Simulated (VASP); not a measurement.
# Si (a cell with a defect) in VASP: notebook

Runs on Si (a cell with a defect). Level: PBE. Tasks: single point.

Everything below comes from runs of VASP 6.6.1. Logs are shortened: lines on timing, memory, paths and dates and some standing lists are left out, and cuts for length are marked.

### 1 The cell of the first run

The cell holds a defect, 17 atoms: a = 7.679 Å, b = 7.679 Å, c = 7.679 Å, α = 60.00°, β = 60.00°, γ = 60.00°.

### 2 Single point, PBE

File INCAR:

```
ALGO = Normal ; EDIFF = 1E-7
ENCUT = 520 ; GGA = PE
ISIF = 2 ; ISMEAR = 0
LASPH = T ; LCHARG = F
LREAL = Auto ; LWAVE = F
NBANDS = 48 ; NELM = 80
PREC = Accurate ; SIGMA = 0.02
```

File KPOINTS:

```
k-points
0
Gamma
  2 2 2
```

File POSCAR:

```
Si
1.0
    0.0000000000      5.4300000000      5.4300000000
    5.4300000000      0.0000000000      5.4300000000
    5.4300000000      5.4300000000      0.0000000000
Si
17
Direct
   -0.0121394617     -0.0121863266      0.0363933399
    0.1235532554      0.1233935756      0.1369937788
    0.0036708318      0.0037594009      0.5075236568
    0.1129799881      0.1125585271      0.6615355045
    0.0175827629      0.4941497459     -0.0064251118
    0.1237932433      0.6159737079      0.1362878452
    0.0041797286      0.4843885025      0.5068887658
    0.1585651323      0.6096421916      0.6207507582
    0.4943562382      0.0171167441     -0.0061307038
    0.6160298204      0.1235398464      0.1365503900
    0.4849501882      0.0038203822      0.5071427716
    0.6101597305      0.1582438583      0.6210905632
    0.4945044461      0.4942281473     -0.0071364139
    0.6510472885      0.6505860837      0.0465637072
    0.5227070721      0.5220675475      0.4310917692
    0.6106692461      0.6096593764      0.6200653409
    0.7974853892      0.7970431892      0.6078518381
```

Potentials or basis: VASP PAW PBE potentials, release 64 (Si).

Started as:

```console
$ cat potpaw_PBE.64/Si/POTCAR > POTCAR
$ mpirun -np 1 vasp_std > vasp.out
```

OUTCAR:

```text
EDIFF = 1E-7
   ENCUT = 520
   GGA = PE
   ISIF = 2
   ISMEAR = 0
   LASPH = T
   LREAL = Auto
   NELM = 80
   PREC = Accurate

 ion  position               nearest neighbor table
   1  0.988  0.988  0.036-  10 2.34   2 2.34   6 2.34   4 2.35
   2  0.124  0.123  0.137-   3 2.32   5 2.33   9 2.33   1 2.34
   3  0.004  0.004  0.508-   2 2.32   4 2.34  17 2.39  12 2.47   8 2.48
   4  0.113  0.113  0.662-   7 2.34  11 2.34   3 2.34   1 2.35
   5  0.018  0.494  0.994-   6 2.33   2 2.33   8 2.34  14 2.34
   6  0.124  0.616  0.136-   7 2.32   5 2.33  13 2.33   1 2.34
   7  0.004  0.484  0.507-   6 2.32   4 2.34  17 2.39   8 2.47  16 2.47
   8  0.159  0.610  0.621-  15 2.33   5 2.34  17 2.43   7 2.47   3 2.48
   9  0.494  0.017  0.994-  10 2.33   2 2.33  12 2.34  14 2.34
  10  0.616  0.124  0.137-  11 2.32  13 2.33   9 2.33   1 2.34
  11  0.485  0.004  0.507-  10 2.32   4 2.34  17 2.39  12 2.47  16 2.48
  12  0.610  0.158  0.621-  15 2.33   9 2.34  17 2.43   3 2.47  11 2.47
  13  0.495  0.494  0.993-  10 2.33   6 2.33  16 2.34  14 2.34
  14  0.651  0.651  0.047-  13 2.34   5 2.34   9 2.34  15 2.41  17 2.75
  15  0.523  0.522  0.431-  12 2.33   8 2.33  16 2.33  14 2.41
  16  0.611  0.610  0.620-  15 2.33  13 2.34  17 2.44   7 2.47  11 2.48
  17  0.797  0.797  0.608-   3 2.39  11 2.39   7 2.39   8 2.43  12 2.43  16 2.44  14 2.75

  LATTYP: Found a face centered cubic cell.
 ALAT       =    10.8600000000

  Lattice vectors:

 A1 = (   0.0000000000,   5.4300000000,   5.4300000000)
 A2 = (   5.4300000000,   0.0000000000,   5.4300000000)
 A3 = (   5.4300000000,   5.4300000000,   0.0000000000)

Analysis of symmetry for initial positions (statically):
=====================================================================
 Subroutine PRICEL returns:
 Original cell was already a primitive cell.

 Routine SETGRP: Setting up the symmetry group for a
 face centered cubic supercell.

 Subroutine GETGRP returns: Found  1 space group operations
 (whereof  1 operations were pure point group operations)
 out of a pool of 48 trial point group operations.

The static configuration has the point symmetry C_1 .

Analysis of symmetry for dynamics (positions and initial velocities):
=====================================================================
 Subroutine PRICEL returns:
 Original cell was already a primitive cell.

 Routine SETGRP: Setting up the symmetry group for a
 face centered cubic supercell.

 Subroutine GETGRP returns: Found  1 space group operations
 (whereof  1 operations were pure point group operations)
 out of a pool of 48 trial point group operations.

The dynamic configuration has the point symmetry C_1 .

 Subroutine INISYM returns: Found  1 space group operations
 (whereof  1 operations are pure point group operations),
 and found     1 'primitive' translations

----------------------------------------------------------------------------------------

                                     Primitive cell

  volume of cell :     320.2060

  direct lattice vectors                    reciprocal lattice vectors
     0.000000000  5.430000000  5.430000000    -0.092081031  0.092081031  0.092081031
     5.430000000  0.000000000  5.430000000     0.092081031 -0.092081031  0.092081031
     5.430000000  5.430000000  0.000000000     0.092081031  0.092081031 -0.092081031

  length of vectors
     7.679179644  7.679179644  7.679179644     0.159489025  0.159489025  0.159489025

  position of ions in fractional coordinates (direct lattice)
     0.987860538  0.987813673  0.036393340
     0.123553255  0.123393576  0.136993779
     0.003670832  0.003759401  0.507523657
     0.112979988  0.112558527  0.661535505
     0.017582763  0.494149746  0.993574888
     0.123793243  0.615973708  0.136287845
[... 9 lines left out ...]
     0.610669246  0.609659376  0.620065341
     0.797485389  0.797043189  0.607851838

  ion indices of the primitive-cell ions
   primitive index   ion index
                 1           1
                 2           2
                 3           3
                 4           4
                 5           5
                 6           6
[... 9 lines left out ...]
                16          16
                17          17

----------------------------------------------------------------------------------------

 KPOINTS: k-points

Automatic generation of k-mesh.
 Grid dimensions read from file:
 generate k-points for:    2    2    2

 Generating k-lattice:

  Cartesian coordinates                     Fractional coordinates (reciprocal lattice)
    -0.046040516  0.046040516  0.046040516     0.500000000  0.000000000  0.000000000
     0.046040516 -0.046040516  0.046040516     0.000000000  0.500000000  0.000000000
     0.046040516  0.046040516 -0.046040516     0.000000000  0.000000000  0.500000000

  Length of vectors
     0.079744512  0.079744512  0.079744512

  Shift w.r.t. Gamma in fractional coordinates (k-lattice)
     0.000000000  0.000000000  0.000000000

 Subroutine IBZKPT returns following result:
 ===========================================

 Found      8 irreducible k-points:

 Following reciprocal coordinates:
            Coordinates               Weight
  0.000000  0.000000  0.000000      1.000000
  0.500000  0.000000  0.000000      1.000000
  0.000000  0.500000  0.000000      1.000000
  0.000000  0.000000  0.500000      1.000000
  0.500000  0.500000  0.500000      1.000000
  0.500000  0.500000  0.000000      1.000000
  0.000000  0.500000  0.500000      1.000000
  0.500000  0.000000  0.500000      1.000000
   k-points           NKPTS =      8   k-points in BZ     NKDIM =      8   number of bands    NBANDS=     48
   number of dos      NEDOS =    301   number of ions     NIONS =     17
   total plane-waves  NPLWV = 216000
   dimension x,y,z NGX =    60 NGY =   60 NGZ =   60
   dimension x,y,z NGXF=   120 NGYF=  120 NGZF=  120
   ions per type =              17
   NGX,Y,Z   is equivalent  to a cutoff of  12.99, 12.99, 12.99 a.u.
   NGXF,Y,Z  is equivalent  to a cutoff of  25.98, 25.98, 25.98 a.u.
 SYSTEM =  unknown system
   PREC   = accura    normal or accurate (medium, high low for compatibility)
   ISTART =      0    job   : 0-new  1-cont  2-samecut
   ICHARG =      2    charge: 1-file 2-atom 10-const
   ISPIN  =      1    spin polarized calculation?
   LNONCOLLINEAR =      F non collinear calculations
   LSORBIT =      F    spin-orbit coupling
   LASPH  =      T    aspherical Exc in radial PAW
   ENCUT  =  520.0 eV  38.22 Ry    6.18 a.u.  14.28 14.28 14.28*2*pi/ulx,y,z
   NELM   =     80;   NELMIN=  2; NELMDL= -5     # of ELM steps
   EDIFF  = 0.1E-06   stopping-criterion for ELM
   LREAL  =      T    real-space projection
   EDIFFG = 0.1E-05   stopping-criterion for IOM
   NSW    =      0    number of steps for IOM
   IBRION =     -1    ionic relax: 0-MD 1-quasi-New 2-CG
   NFREE  =      0    steps in history (QN), initial steepest desc. (CG)
   ISIF   =      2    stress and relaxation
   ISYM   =      2    0-nonsym 1-usesym 2-fastsym
   POTIM  = 0.5000    time-step for ionic-motion
   TEBEG  =    0.0;   TEEND  =   0.0 temperature during run
   PSTRESS=    0.0 pullay stress
   NELECT =      68.0000    total number of electrons
   NUPDOWN=      -1.0000    fix difference up-down
   EMIN   =  10.00;   EMAX   =-10.00  energy-range for DOS
   EFERMI =   0.00;   METHOD = LEGACY
   ISMEAR =     0;   SIGMA  =   0.02  broadening in eV -4-tet -1-fermi 0-gaus
   EFERMI_NEDOS =   21; number of points for ismear=-14 and -15
   IALGO  =     38    algorithm
   IMIX   =      4    mixing-type and parameters
     AMIX     =   0.40;   BMIX     =  1.00
     AMIX_MAG =   1.60;   BMIX_MAG =  1.00
  volume/ion in A,a.u.               =      18.84       127.11
  Fermi-wavevector in a.u.,A,eV,Ry     =   0.976715  1.845724 12.979587  0.953973
  Thomas-Fermi vector in A             =   2.107356
   LORBIT       =      0    0 simple, 1 ext, 2 COOP (PROOUT), +10 PAW based schemes
   GGA     = PE    functional components
   LHFCALC =     F    Hartree Fock is set to
   AEXX    =    0.0000 exact exchange contribution
   IVDW    =     0    specifies the selected vdW correction
   LEPSILON=     F    determine dielectric tensor
   LRPA    =     F    only Hartree local field effects (RPA)
 non-spin polarized calculation
 Gauss-broadening in eV      SIGMA  =   0.02
  energy-cutoff  :      520.00
  volume of cell :      320.21
 maximum number of plane-waves:      8646
 NGX is ok and might be reduce to    60
   NGX = 29   NGY = 29   NGZ = 29

 number of electron      67.9999999 magnetization

 Free energy of the ion-electron system (eV)
  ---------------------------------------------------
  ext. energy  EPLUGINS =         0.00000000
  ---------------------------------------------------
  free energy    TOTEN  =       -87.69665526 eV

  energy without entropy =      -87.69568064  energy(sigma->0) =      -87.69616795

 E-fermi :   6.7140     XC(G=0):  -9.6916

 val. band max:        6.6855749608   @ k =   0.0000   0.5000   0.5000
 cond. band min:       6.7377319232   @ k =   0.0000   0.0000   0.0000
 fundamental gap:      0.0521569624
 Fermi energy:         6.7140335074

 k-point     1 :       0.0000    0.0000    0.0000
  band No.  band energies     occupation
      1      -6.2272      2.00000
      2      -3.8695      2.00000
      3      -3.6316      2.00000
      4      -3.6264      2.00000
      5      -3.3637      2.00000
      6      -2.5951      2.00000
[... 38 lines left out ...]
     45       8.5917      0.00000
     46       8.8809      0.00000

 k-point     2 :       0.5000    0.0000    0.0000
  band No.  band energies     occupation
      1      -5.7598      2.00000
      2      -4.9943      2.00000
      3      -3.5807      2.00000
      4      -3.4327      2.00000
      5      -3.1873      2.00000
      6      -3.0035      2.00000
[... 286 lines left out ...]
 k-point     8 :       0.5000    0.0000    0.5000
  band No.  band energies     occupation
      1      -5.6328      2.00000
      2      -4.6928      2.00000
      3      -4.0675      2.00000
      4      -3.8767      2.00000
      5      -3.7906      2.00000
      6      -3.5925      2.00000
[... 38 lines left out ...]
     45      10.3196      0.00000
     46      10.4348      0.00000
 [bands above 46 left out]

------------------------ aborting loop because EDIFF is reached ----------------------------------------

  FORCE on cell =-STRESS in cart. coord.  units (eV):
  Direction    XX          YY          ZZ          XY          YZ          ZX
  --------------------------------------------------------------------------------------
  -------------------------------------------------------------------------------------
  Total        9.0983777      9.1303586      9.1413511     -0.5399640      0.5199182      0.5035615
  in kB       45.5244867     45.6845061     45.7395077     -2.7017547      2.6014537      2.5196117
  external PRESSURE =      45.6495002 kB  Pullay stress =       0.0000000 kB

 VOLUME and BASIS-vectors are now :
 -----------------------------------------------------------------------------
  energy-cutoff  :      520.00
  volume of cell :      320.21
      direct lattice vectors                 reciprocal lattice vectors
     0.000000000  5.430000000  5.430000000    -0.092081031  0.092081031  0.092081031
     5.430000000  0.000000000  5.430000000     0.092081031 -0.092081031  0.092081031
     5.430000000  5.430000000  0.000000000     0.092081031  0.092081031 -0.092081031

 POSITION                                       TOTAL-FORCE (eV/Angst)
 -----------------------------------------------------------------------------------
      5.56144      5.56170     10.72791         0.001883      0.003817     -0.003039
      1.41390      1.41477      1.34092        -0.023755     -0.021219      0.003584
      2.77627      2.77579      0.04035         0.001245      0.018858     -0.000821
      4.20333      4.20562      1.22467        -0.002783      0.001111     -0.005718
      8.07834      5.49059      2.77871        -0.002605     -0.008753     -0.002425
      4.08478      1.41224      4.01693         0.001309     -0.018309      0.017512
[... 9 lines left out ...]
      6.67741      6.68289      6.62638         0.005272     -0.011475      0.008434
      7.62858      7.63098      8.65829         0.002216      0.000302     -0.027345
 -----------------------------------------------------------------------------------
    total drift:                                0.000017      0.000584      0.001190

  FREE ENERGIE OF THE ION-ELECTRON SYSTEM (eV)
  ---------------------------------------------------
  free  energy   TOTEN  =       -87.6966552642 eV

  energy  without entropy=      -87.6956806401  energy(sigma->0) =      -87.69616795
```

It took 3.5 min on 1 thread of Intel Xeon Platinum 8259CL at 2.50GHz (Skylake/Cascade Lake), shared host; peak memory 0.47 GiB.

Results:

```
Free energy            : -87.6967 eV
Pressure               : 4.6 GPa
Largest force          : 0.032 eV/Å
Band gap on the k mesh : 0.05 eV
```

Forces in eV/Å, atoms in the order of the input:
```
Si   0.002  0.004 -0.003
Si  -0.024 -0.021  0.004
Si   0.001  0.019 -0.001
Si  -0.003  0.001 -0.006
Si  -0.003 -0.009 -0.002
Si   0.001 -0.018  0.018
Si   0.012  0.001 -0.008
Si  -0.001  0.008  0.013
Si  -0.007  0.001 -0.004
Si  -0.020  0.001  0.017
Si  -0.004  0.013 -0.019
Si   0.008 -0.005  0.000
Si   0.001  0.002  0.005
Si   0.012  0.008 -0.001
Si   0.016  0.007  0.008
Si   0.005 -0.011  0.008
Si   0.002  0.000 -0.027
```

Levels at points of the mesh, in eV from the valence-band top:
```
           k point  band 32  band 33  band 34  band 35  band 36  band 37
(0.00, 0.00, 0.00)    -0.61    -0.61    -0.40     0.05     0.06     0.37
(0.50, 0.00, 0.00)    -1.28    -0.76    -0.14     0.32     0.75     1.02
(0.00, 0.50, 0.00)    -1.27    -0.76    -0.14     0.32     0.75     1.02
(0.00, 0.00, 0.50)    -1.19    -1.19    -0.10     0.49     0.50     1.31
(0.50, 0.50, 0.50)    -1.27    -0.76    -0.14     0.33     0.75     1.02
(0.50, 0.50, 0.00)    -1.63    -0.55     0.00     0.53     1.46     1.58
(0.00, 0.50, 0.50)    -1.62    -0.55     0.00     0.53     1.46     1.58
(0.50, 0.00, 0.50)    -1.63    -0.55     0.00     0.53     1.46     1.58
```

Caveat: the k points lie up to 0.50 Å⁻¹ apart.

### 3 Single point, PBE

File INCAR:

```
SYSTEM = Si
PREC = Accurate
ENCUT = 520
EDIFF = 1E-6
ISMEAR = 0
SIGMA = 0.02
LREAL = Auto
LASPH = .TRUE.
NELM = 60
ALGO = Normal
ISIF = 2
LWAVE = .FALSE.
LCHARG = .FALSE.
GGA = PE
NBANDS = 48
```

File KPOINTS:

```
Automatic mesh
0
G
  2 2 2
  0 0 0
```

File POSCAR:

```
Si
1.0
    0.0000000000      5.4300000000      5.4300000000
    5.4300000000      0.0000000000      5.4300000000
    5.4300000000      5.4300000000      0.0000000000
Si
17
Direct
    0.0030646262      0.0038581012     -0.0144039881
    0.1228681811      0.1236109323      0.1169093649
   -0.0125353878     -0.0112847820      0.4886679038
    0.1124303859      0.1135593316      0.6135306555
    0.0167116050      0.4944423529     -0.0055998597
    0.1579273153      0.6102148764      0.1101909530
    0.0030726109      0.4856219586      0.5038381049
    0.1228757338      0.6169569047      0.6235677125
    0.4936816878      0.0176002946     -0.0053868291
    0.6093680687      0.1586537481      0.1106951165
    0.4844727567      0.0040104332      0.5039829722
    0.6156925630      0.1238777085      0.6238261621
    0.5220413649      0.5230066394      0.0229809205
    0.6501066202      0.6509382257      0.1508702631
    0.4936921342      0.4946668755      0.5175327755
    0.6093637388      0.6107147677      0.6586311867
    0.7955088253      0.7960977914      0.2960876956
```

Potentials or basis: VASP PAW PBE potentials, release 64 (Si).

Started as:

```console
$ cat potpaw_PBE.64/Si/POTCAR > POTCAR
$ mpirun -np 1 vasp_std > vasp.out
```

Run time: 10 min. Hardware: 1 thread of Intel Xeon Platinum 8259CL at 2.50GHz (Skylake/Cascade Lake), shared host; peak memory 0.46 GiB.

Results (log left out):

- Free energy: -87.6970 eV
- Pressure: 4.6 GPa
- Largest force: 0.046 eV/Å
- Band gap on the k mesh: 0.04 eV

Forces on the atoms (eV/Å):
```
Si   0.003  0.004 -0.009
Si   0.008  0.002 -0.005
Si  -0.004  0.000  0.000
Si  -0.004 -0.005 -0.005
Si   0.001  0.000  0.000
Si  -0.017  0.023  0.023
Si   0.003 -0.009  0.003
Si   0.007 -0.005  0.002
Si   0.002 -0.001  0.000
Si   0.022 -0.020  0.026
Si  -0.009  0.006  0.006
Si  -0.010  0.006  0.006
Si  -0.029 -0.026 -0.026
Si  -0.005 -0.005 -0.005
Si   0.002 -0.001 -0.001
Si   0.022  0.025 -0.019
Si   0.007  0.003  0.004
```

Stress tensor (GPa, compression positive):
```
 4.57 -0.28 -0.28
-0.28  4.57 -0.28
-0.28 -0.28  4.58
```

Levels at points of the mesh, in eV from the valence-band top:
```tsv
k point	band 31	band 32	band 33	band 34	band 35	band 36	band 37	band 38
(0.00, 0.00, 0.00)	-1.12	-0.63	-0.63	-0.42	0.04	0.05	0.35	0.35
(0.50, 0.00, 0.00)	-1.32	-1.29	-0.79	-0.13	0.30	0.74	1.01	1.17
(0.00, 0.50, 0.00)	-1.31	-1.29	-0.79	-0.14	0.30	0.74	1.01	1.17
(0.00, 0.00, 0.50)	-1.31	-1.29	-0.79	-0.14	0.30	0.74	1.01	1.17
(0.50, 0.50, 0.50)	-1.33	-1.21	-1.21	-0.12	0.48	0.49	1.29	1.29
(0.50, 0.50, 0.00)	-1.82	-1.64	-0.58	0.00	0.51	1.44	1.56	1.66
(0.00, 0.50, 0.50)	-1.82	-1.64	-0.58	0.00	0.51	1.44	1.56	1.66
(0.50, 0.00, 0.50)	-1.82	-1.64	-0.58	0.00	0.51	1.44	1.56	1.66
```

Caveat: the k points lie up to 0.50 Å⁻¹ apart.
